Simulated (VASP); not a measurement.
# Sr2AlO (P4/mmm) in VASP: notebook

Runs on Sr2AlO. Level: PBE. Tasks: single point, relaxation of cell and atoms.

All numbers are computed with VASP 6.6.1; they aren't measurements. Logs are shortened: lines on timing, memory, paths and dates and some standing lists are left out, and cuts for length are marked.

## (1) The cell of the first run

It takes space group P4/mmm (No. 123, tetragonal). Conventional cell: a = 3.658 Å, b = 3.658 Å, c = 5.167 Å, α = 90.00°, β = 90.00°, γ = 90.00°. Within 3.4 Å of Sr (site symmetry 4/mmm) lie 2 Al at 2.58 Å and 4 O at 2.59 Å. Sr (site symmetry 4/mmm) has 2 O at 2.58 Å and 4 Al at 2.59 Å within 3.4 Å. Within 3.4 Å of Al (site symmetry 4/mmm) lie 6 Sr at 2.58 to 2.59 Å. O (site symmetry 4/mmm) has 6 Sr at 2.58 to 2.59 Å within 3.4 Å.

The cell was built from a structure type or drawn by symmetry, and may not be a known phase.

## (2) Single point, PBE

File INCAR:

```
SYSTEM = Sr2AlO
PREC = Accurate
ENCUT = 520
EDIFF = 1E-6
ISMEAR = 0
SIGMA = 0.1
LREAL = .FALSE.
LASPH = .TRUE.
NELM = 100
ALGO = Normal
ISIF = 2
LWAVE = .FALSE.
LCHARG = .FALSE.
GGA = PE
NBANDS = 22
```

File KPOINTS:

```
regular mesh
0
G
  6 6 4
  0 0 0
```

File POSCAR:

```
Sr2AlO
1.0
    3.6582383400      0.0000000000      0.0000000000
    0.0000000000      3.6582383400      0.0000000000
    0.0000000000      0.0000000000      5.1674664500
Sr Al O
2 1 1
Direct
    0.0000000000      0.0000000000      0.5000000000
    0.5000000000      0.5000000000      0.0000000000
    0.0000000000      0.0000000000      0.0000000000
    0.5000000000      0.5000000000      0.5000000000
```

Potentials or basis: VASP PAW PBE potentials, release 64 (Sr_sv, Al, O).

Launch:

```
$ cat potpaw_PBE.64/Sr_sv/POTCAR potpaw_PBE.64/Al/POTCAR potpaw_PBE.64/O/POTCAR > POTCAR
$ mpirun -np 1 vasp_std > vasp.out
```

OUTCAR:

```text
SYSTEM = Sr2AlO
   PREC = Accurate
   ENCUT = 520
   EDIFF = 1E-6
   ISMEAR = 0
   LREAL = .FALSE.
   LASPH = .TRUE.
   NELM = 100
   ISIF = 2
   GGA = PE

 ion  position               nearest neighbor table
   1  0.000  0.000  0.500-   3 2.58   3 2.58   4 2.59   4 2.59   4 2.59   4 2.59   2 3.66   2 3.66
                             2 3.66   2 3.66   2 3.66   2 3.66   2 3.66   2 3.66
   2  0.500  0.500  0.000-   4 2.58   4 2.58   3 2.59   3 2.59   3 2.59   3 2.59   1 3.66   1 3.66
                             1 3.66   1 3.66   1 3.66   1 3.66   1 3.66   1 3.66
   3  0.000  0.000  0.000-   1 2.58   1 2.58   2 2.59   2 2.59   2 2.59   2 2.59
   4  0.500  0.500  0.500-   2 2.58   2 2.58   1 2.59   1 2.59   1 2.59   1 2.59

  LATTYP: Found a simple tetragonal cell.
 ALAT       =     3.6582383400
 C/A-ratio  =     1.4125559818

  Lattice vectors:

 A1 = (   3.6582383400,   0.0000000000,   0.0000000000)
 A2 = (   0.0000000000,   3.6582383400,   0.0000000000)
 A3 = (   0.0000000000,   0.0000000000,   5.1674664500)

Analysis of symmetry for initial positions (statically):
=====================================================================
 Subroutine PRICEL returns:
 Original cell was already a primitive cell.

 Routine SETGRP: Setting up the symmetry group for a
 simple tetragonal supercell.

 Subroutine GETGRP returns: Found 16 space group operations
 (whereof 16 operations were pure point group operations)
 out of a pool of 16 trial point group operations.

The static configuration has the point symmetry D_4h.

Analysis of symmetry for dynamics (positions and initial velocities):
=====================================================================
 Subroutine PRICEL returns:
 Original cell was already a primitive cell.

 Routine SETGRP: Setting up the symmetry group for a
 simple tetragonal supercell.

 Subroutine GETGRP returns: Found 16 space group operations
 (whereof 16 operations were pure point group operations)
 out of a pool of 16 trial point group operations.

The dynamic configuration has the point symmetry D_4h.

 Subroutine INISYM returns: Found 16 space group operations
 (whereof 16 operations are pure point group operations),
 and found     1 'primitive' translations

----------------------------------------------------------------------------------------

                                     Primitive cell

  volume of cell :      69.1547

  direct lattice vectors                    reciprocal lattice vectors
     3.658238340  0.000000000  0.000000000     0.273355617  0.000000000  0.000000000
     0.000000000  3.658238340  0.000000000     0.000000000  0.273355617  0.000000000
     0.000000000  0.000000000  5.167466450     0.000000000  0.000000000  0.193518431

  length of vectors
     3.658238340  3.658238340  5.167466450     0.273355617  0.273355617  0.193518431

  position of ions in fractional coordinates (direct lattice)
     0.000000000  0.000000000  0.500000000
     0.500000000  0.500000000  0.000000000
     0.000000000  0.000000000  0.000000000
     0.500000000  0.500000000  0.500000000

  ion indices of the primitive-cell ions
   primitive index   ion index
                 1           1
                 2           2
                 3           3
                 4           4

----------------------------------------------------------------------------------------

 KPOINTS: regular mesh

Automatic generation of k-mesh.
 Grid dimensions read from file:
 generate k-points for:    6    6    4

 Generating k-lattice:

  Cartesian coordinates                     Fractional coordinates (reciprocal lattice)
     0.045559270  0.000000000  0.000000000     0.166666667  0.000000000  0.000000000
     0.000000000  0.045559270  0.000000000     0.000000000  0.166666667  0.000000000
     0.000000000  0.000000000  0.048379608     0.000000000  0.000000000  0.250000000

  Length of vectors
     0.045559270  0.045559270  0.048379608

  Shift w.r.t. Gamma in fractional coordinates (k-lattice)
     0.000000000  0.000000000  0.000000000

 Subroutine IBZKPT returns following result:
 ===========================================

 Found     30 irreducible k-points:

 Following reciprocal coordinates:
            Coordinates               Weight
  0.000000  0.000000  0.000000      1.000000
  0.166667  0.000000  0.000000      4.000000
  0.333333  0.000000  0.000000      4.000000
  0.500000  0.000000  0.000000      2.000000
  0.166667  0.166667  0.000000      4.000000
  0.333333  0.166667  0.000000      8.000000
[... 16 lines left out ...]
  0.333333  0.000000  0.500000      4.000000
  0.500000  0.000000  0.500000      2.000000
 [... further k-points ...]
   k-points           NKPTS =     30   k-points in BZ     NKDIM =     30   number of bands    NBANDS=     22
   number of dos      NEDOS =    301   number of ions     NIONS =      4
   total plane-waves  NPLWV =  31360
   dimension x,y,z NGX =    28 NGY =   28 NGZ =   40
   dimension x,y,z NGXF=    56 NGYF=   56 NGZF=   80
   ions per type =               2   1   1
   NGX,Y,Z   is equivalent  to a cutoff of  12.72, 12.72, 12.87 a.u.
   NGXF,Y,Z  is equivalent  to a cutoff of  25.45, 25.45, 25.74 a.u.
 SYSTEM =  Sr2AlO
   PREC   = accura    normal or accurate (medium, high low for compatibility)
   ISTART =      0    job   : 0-new  1-cont  2-samecut
   ICHARG =      2    charge: 1-file 2-atom 10-const
   ISPIN  =      1    spin polarized calculation?
   LNONCOLLINEAR =      F non collinear calculations
   LSORBIT =      F    spin-orbit coupling
   LASPH  =      T    aspherical Exc in radial PAW
   ENCUT  =  520.0 eV  38.22 Ry    6.18 a.u.   6.80  6.80  9.61*2*pi/ulx,y,z
   NELM   =    100;   NELMIN=  2; NELMDL= -5     # of ELM steps
   EDIFF  = 0.1E-05   stopping-criterion for ELM
   LREAL  =      F    real-space projection
   EDIFFG = 0.1E-04   stopping-criterion for IOM
   NSW    =      0    number of steps for IOM
   IBRION =     -1    ionic relax: 0-MD 1-quasi-New 2-CG
   NFREE  =      0    steps in history (QN), initial steepest desc. (CG)
   ISIF   =      2    stress and relaxation
   ISYM   =      2    0-nonsym 1-usesym 2-fastsym
   POTIM  = 0.5000    time-step for ionic-motion
   TEBEG  =    0.0;   TEEND  =   0.0 temperature during run
   PSTRESS=    0.0 pullay stress
   NELECT =      29.0000    total number of electrons
   NUPDOWN=      -1.0000    fix difference up-down
   EMIN   =  10.00;   EMAX   =-10.00  energy-range for DOS
   EFERMI =   0.00;   METHOD = LEGACY
   ISMEAR =     0;   SIGMA  =   0.10  broadening in eV -4-tet -1-fermi 0-gaus
   EFERMI_NEDOS =   21; number of points for ismear=-14 and -15
   IALGO  =     38    algorithm
   IMIX   =      4    mixing-type and parameters
     AMIX     =   0.40;   BMIX     =  1.00
     AMIX_MAG =   1.60;   BMIX_MAG =  1.00
  volume/ion in A,a.u.               =      17.29       116.67
  Fermi-wavevector in a.u.,A,eV,Ry     =   1.225369  2.315612 20.429550  1.501530
  Thomas-Fermi vector in A             =   2.360410
   LORBIT       =      0    0 simple, 1 ext, 2 COOP (PROOUT), +10 PAW based schemes
   GGA     = PE    functional components
   LHFCALC =     F    Hartree Fock is set to
   AEXX    =    0.0000 exact exchange contribution
   IVDW    =     0    specifies the selected vdW correction
   LEPSILON=     F    determine dielectric tensor
   LRPA    =     F    only Hartree local field effects (RPA)
 non-spin polarized calculation
 Gauss-broadening in eV      SIGMA  =   0.10
  energy-cutoff  :      520.00
  volume of cell :       69.15
 maximum number of plane-waves:      1900
 NGX is ok and might be reduce to    28
   NGX = 13   NGY = 13   NGZ = 19

 number of electron      29.0000003 magnetization

 Free energy of the ion-electron system (eV)
  ---------------------------------------------------
  ext. energy  EPLUGINS =         0.00000000
  ---------------------------------------------------
  free energy    TOTEN  =       -10.93696394 eV

  energy without entropy =      -10.91190770  energy(sigma->0) =      -10.92443582

 E-fermi :   5.2330     XC(G=0): -10.5182

 val. band max:        5.2000615290   @ k =   0.5000   0.5000   0.5000
 cond. band min:       5.2336872920   @ k =   0.3333   0.1667   0.2500
 fundamental gap:      0.0336257630
 Fermi energy:         5.2330312226

 k-point     1 :       0.0000    0.0000    0.0000
  band No.  band energies     occupation
      1     -29.0845      2.00000
      2     -28.8991      2.00000
      3     -12.0186      2.00000
      4     -11.5881      2.00000
      5     -11.3648      2.00000
      6     -11.3648      2.00000
[... 14 lines left out ...]
     21       9.6158      0.00000
     22       9.6158      0.00000

 k-point     2 :       0.1667    0.0000    0.0000
  band No.  band energies     occupation
      1     -29.0604      2.00000
      2     -28.8992      2.00000
      3     -12.0350      2.00000
      4     -11.9511      2.00000
      5     -11.5215      2.00000
      6     -11.3313      2.00000
[... 14 lines left out ...]
     21       9.4941      0.00000
     22      11.1873      0.00000

 k-point     3 :       0.3333    0.0000    0.0000
  band No.  band energies     occupation
      1     -29.0026      2.00000
      2     -28.9086      2.00000
      3     -12.5393      2.00000
      4     -11.9072      2.00000
      5     -11.7913      2.00000
      6     -11.2607      2.00000
[... 14 lines left out ...]
     21      10.9839      0.00000
     22      11.9861      0.00000

 k-point     4 :       0.5000    0.0000    0.0000
  band No.  band energies     occupation
      1     -28.9489      2.00000
      2     -28.9380      2.00000
      3     -12.7336      2.00000
      4     -12.0897      2.00000
      5     -11.6891      2.00000
      6     -11.2233      2.00000
[... 14 lines left out ...]
     21      11.1654      0.00000
     22      12.4194      0.00000

 k-point     5 :       0.1667    0.1667    0.0000
  band No.  band energies     occupation
      1     -29.0381      2.00000
      2     -28.8982      2.00000
      3     -12.1519      2.00000
      4     -11.8917      2.00000
      5     -11.5396      2.00000
      6     -11.5176      2.00000
[... 417 lines left out ...]
 k-point    22 :       0.1667    0.0000    0.5000
  band No.  band energies     occupation
      1     -28.9887      2.00000
      2     -28.9689      2.00000
      3     -12.5673      2.00000
      4     -11.9821      2.00000
      5     -11.3208      2.00000
      6     -11.2787      2.00000
[... 14 lines left out ...]
     21      10.8163      0.00000
     22      10.8327      0.00000

 k-point    23 :       0.3333    0.0000    0.5000
  band No.  band energies     occupation
      1     -28.9611      2.00000
      2     -28.9468      2.00000
      3     -12.9400      2.00000
      4     -12.3030      2.00000
      5     -11.3176      2.00000
      6     -11.2399      2.00000
[... 14 lines left out ...]
     21      11.4745      0.00000
     22      12.0125      0.00000

 k-point    24 :       0.5000    0.0000    0.5000
  band No.  band energies     occupation
      1     -28.9472      2.00000
      2     -28.9357      2.00000
      3     -13.1014      2.00000
      4     -12.4617      2.00000
      5     -11.3061      2.00000
      6     -11.2202      2.00000
[... 14 lines left out ...]
     21      12.0727      0.00000
     22      12.5772      0.00000

 [... further k-points ...]
[... 5 lines left out ...]
  --------------------------------------------------------------------------------------
  -------------------------------------------------------------------------------------
  Total       14.4101769     14.4101769     16.6504030      0.0000000      0.0000000      0.0000000
  in kB      333.8552696    333.8552696    385.7568732      0.0000000      0.0000000      0.0000000
  external PRESSURE =     351.1558041 kB  Pullay stress =       0.0000000 kB

 VOLUME and BASIS-vectors are now :
 -----------------------------------------------------------------------------
  energy-cutoff  :      520.00
  volume of cell :       69.15
      direct lattice vectors                 reciprocal lattice vectors
     3.658238340  0.000000000  0.000000000     0.273355617  0.000000000  0.000000000
     0.000000000  3.658238340  0.000000000     0.000000000  0.273355617  0.000000000
     0.000000000  0.000000000  5.167466450     0.000000000  0.000000000  0.193518431

 POSITION                                       TOTAL-FORCE (eV/Angst)
 -----------------------------------------------------------------------------------
      0.00000      0.00000      2.58373         0.000000      0.000000      0.000000
      1.82912      1.82912      0.00000         0.000000      0.000000      0.000000
      0.00000      0.00000      0.00000         0.000000      0.000000      0.000000
      1.82912      1.82912      2.58373         0.000000      0.000000      0.000000
 -----------------------------------------------------------------------------------
    total drift:                                0.000000      0.000000      0.000000

  FREE ENERGIE OF THE ION-ELECTRON SYSTEM (eV)
  ---------------------------------------------------
  free  energy   TOTEN  =       -10.9369639367 eV

  energy  without entropy=      -10.9119076956  energy(sigma->0) =      -10.92443582
```

It took 19 s on 1 thread of Intel Xeon 6975P-C (Granite Rapids), shared host; peak memory 0.2 GiB.

What came out:

* Free energy: -10.9370 eV
* Pressure: 35.1 GPa
* Band gap on the k mesh: zero (an odd number of electrons rules out a gap without spin polarisation)

Caveat: the cell stands under pressure; an odd number of electrons without spin polarisation forces a metal; a magnetic or distorted state may lie lower.

## (3) Single point, PBE

This run uses another cell than the first one, of 27.80 Å³/atom.

File INCAR:

```
SYSTEM = Sr2AlO
PREC = Accurate
ENCUT = 520
EDIFF = 1E-6
ISMEAR = 0
SIGMA = 0.1
LREAL = .False.
LASPH = .True.
NELM = 60
ALGO = Normal
ISIF = 2
LWAVE = .False.
LCHARG = .True.
GGA = PE
LELF = .True.
LVHAR = .True.
NBANDS = 22
```

File KPOINTS:

```
regular mesh
0
Gamma
  6 6 4
  0 0 0
```

File POSCAR:

```
Sr2AlO
1.0
    4.2562460273      0.0000000000      0.0000000000
    0.0000000000      4.2562460273      0.0000000000
    0.0000000000      0.0000000000      6.1383741039
Sr Al O
2 1 1
Direct
    0.0000000000      0.0000000000      0.5000000000
    0.5000000000      0.5000000000      0.0000000000
    0.0000000000      0.0000000000      0.0000000000
    0.5000000000      0.5000000000      0.5000000000
```

Potentials or basis: VASP PAW PBE potentials, release 64 (Sr_sv, Al, O).

Launch:

```
$ cat potpaw_PBE.64/Sr_sv/POTCAR potpaw_PBE.64/Al/POTCAR potpaw_PBE.64/O/POTCAR > POTCAR
$ mpirun -np 1 vasp_std > vasp.out
```

Wall time 29 s (1 thread of Intel Xeon 6975P-C (Granite Rapids), shared host); peak memory 0.25 GiB.

It converged, with:

```yaml
Free_energy: -14.2694 eV
Pressure: 0.1 GPa
Band_gap_on_the_k_mesh: zero (an odd number of electrons rules out a gap without spin polarisation)
```

Stress tensor (GPa, compression positive):
```
0.08 0.00 0.00
0.00 0.08 0.00
0.00 0.00 0.17
```

Levels at points of the mesh, in eV from the Fermi level:
```tsv
k point	band 10	band 11	band 12	band 13	band 14	band 15	band 16	band 17	band 18	band 19
(0.00, 0.00, 0.00)	-5.77	-1.39	-0.83	-0.83	0.69	0.87	2.16	2.46	2.46	3.20
(0.50, 0.00, 0.00)	-4.39	-1.92	-1.65	-1.24	-1.18	0.09	0.43	2.81	4.14	4.32
(0.50, 0.50, 0.00)	-4.64	-1.34	-1.34	-0.95	0.30	0.30	1.13	1.13	1.72	3.56
(0.00, 0.00, 0.50)	-5.46	-1.39	-1.19	-0.87	-0.87	0.86	1.93	1.93	3.10	3.36
(0.50, 0.00, 0.50)	-3.89	-2.44	-2.22	-1.22	-0.98	-0.41	0.26	3.20	4.47	4.55
(0.50, 0.50, 0.50)	-4.24	-1.34	-1.32	-1.32	-0.32	-0.32	-0.02	2.47	2.47	4.48
```

Caveat: an odd number of electrons without spin polarisation forces a metal; a magnetic or distorted state may lie lower.

## (4) Relaxation of cell and atoms, PBE

File INCAR:

```
  PREC = Accurate
  ENCUT = 600
  EDIFF = 1E-7
  ISMEAR = 0
  SIGMA = 0.1
  LREAL = F
  LASPH = T
  NELM = 60
  ALGO = Normal
  ISIF = 3
  LWAVE = F
  LCHARG = F
  GGA = PE
  IBRION = 2
  NSW = 90
  EDIFFG = -0.04
```

File KPOINTS:

```
Automatic mesh
0
Gamma
  6 6 4
```

File POSCAR:

```
Sr2AlO
1.0
    3.6582383400      0.0000000000      0.0000000000
    0.0000000000      3.6582383400      0.0000000000
    0.0000000000      0.0000000000      5.1674664500
Sr Al O
2 1 1
Direct
    0.0000000000      0.0000000000      0.5000000000
    0.5000000000      0.5000000000      0.0000000000
    0.0000000000      0.0000000000      0.0000000000
    0.5000000000      0.5000000000      0.5000000000
```

Launch:

```
$ cat potpaw_PBE.64/Sr_sv/POTCAR potpaw_PBE.64/Al/POTCAR potpaw_PBE.64/O/POTCAR > POTCAR
$ mpirun -np 1 vasp_std > vasp.out
```

It took 98 s on 1 thread of Intel Xeon 6975P-C (Granite Rapids), shared host; peak memory 0.22 GiB.

The run converged. Its results:

```yaml
Free_energy: -14.2360 eV
Relaxed_volume: 27.64 Å³/atom
Relaxed_cell: a = 4.247 Å, b = 4.247 Å, c = 6.129 Å, α = 90.00°, β = 90.00°, γ = 90.00°
Space_group_after_relaxing_to_0.1_Å: P4/mmm (No. 123)
Energy_gained_by_relaxing: 824.3 meV/atom
Ionic_steps: 4
Pressure_after_relaxing: -0.1 GPa
Band_gap_on_the_k_mesh: zero (an odd number of electrons rules out a gap without spin polarisation)
```

The path:
```csv
step,energy change (eV),largest force (eV/Å),pressure (GPa),volume (Å³)
1,0.0000,0.0000,35.07,69.15
2,-3.2818,0.0000,-1.22,114.35
3,-3.2966,0.0000,0.27,109.63
4,-3.2972,0.0000,-0.05,110.57
```

Final structure:
```cif
data_structure
_symmetry_space_group_name_H-M 'P 1'
_symmetry_Int_Tables_number 1
_cell_length_a 4.2473
_cell_length_b 4.2473
_cell_length_c 6.1291
_cell_angle_alpha 90.000
_cell_angle_beta 90.000
_cell_angle_gamma 90.000
_cell_volume 110.57
loop_
_atom_site_label
_atom_site_type_symbol
_atom_site_fract_x
_atom_site_fract_y
_atom_site_fract_z
_atom_site_occupancy
Sr1 Sr 0.00000 0.00000 0.50000 1
Sr2 Sr 0.50000 0.50000 0.00000 1
Al1 Al 0.00000 0.00000 0.00000 1
O1 O 0.50000 0.50000 0.50000 1
```

Levels at points of the mesh, in eV from the Fermi level:
```csv
k point,band 12,band 13,band 14,band 15,band 16,band 17
"(0.00, 0.00, 0.00)",-0.84,-0.84,0.67,0.88,2.17,2.47
"(0.50, 0.00, 0.00)",-1.66,-1.25,-1.20,0.09,0.43,2.82
"(0.50, 0.50, 0.00)",-1.35,-0.96,0.31,0.31,1.13,1.13
"(0.00, 0.00, 0.50)",-1.19,-0.88,-0.88,0.85,1.95,1.95
"(0.50, 0.00, 0.50)",-2.23,-1.23,-0.99,-0.41,0.25,3.21
"(0.50, 0.50, 0.50)",-1.33,-1.33,-0.31,-0.31,-0.01,2.47
```

Caveat: the volume moved by over 15 % at a fixed basis, so the end points are rough; an odd number of electrons without spin polarisation forces a metal; a magnetic or distorted state may lie lower.

## (5) The runs side by side

```tsv
task	cell	cutoff (eV)	gap on the mesh (eV)	pressure (GPa)
single point	a = 3.658, b = 3.658, c = 5.167 Å, 4 atoms	520	none	35.1
single point	a = 4.256, b = 4.256, c = 6.138 Å, 4 atoms	520	none	0.1
relaxation of cell and atoms	relaxed from a = 3.658, b = 3.658, c = 5.167 Å, 4 atoms	600	none	-0.1
```

Alike in all rows: level PBE; potentials or basis VASP PAW PBE potentials, release 64 (Sr_sv, Al, O); no spin polarisation; k mesh 6 × 6 × 4; smearing gaussian 0.1 eV.

Caveats: an odd number of electrons without spin polarisation forces a metal; a magnetic or distorted state may lie lower; the cell stands under pressure (at least some runs); the volume moved by over 15 % at a fixed basis, so the end points are rough (at least some runs).

Absolute energies hang on the potentials; compare differences alone.
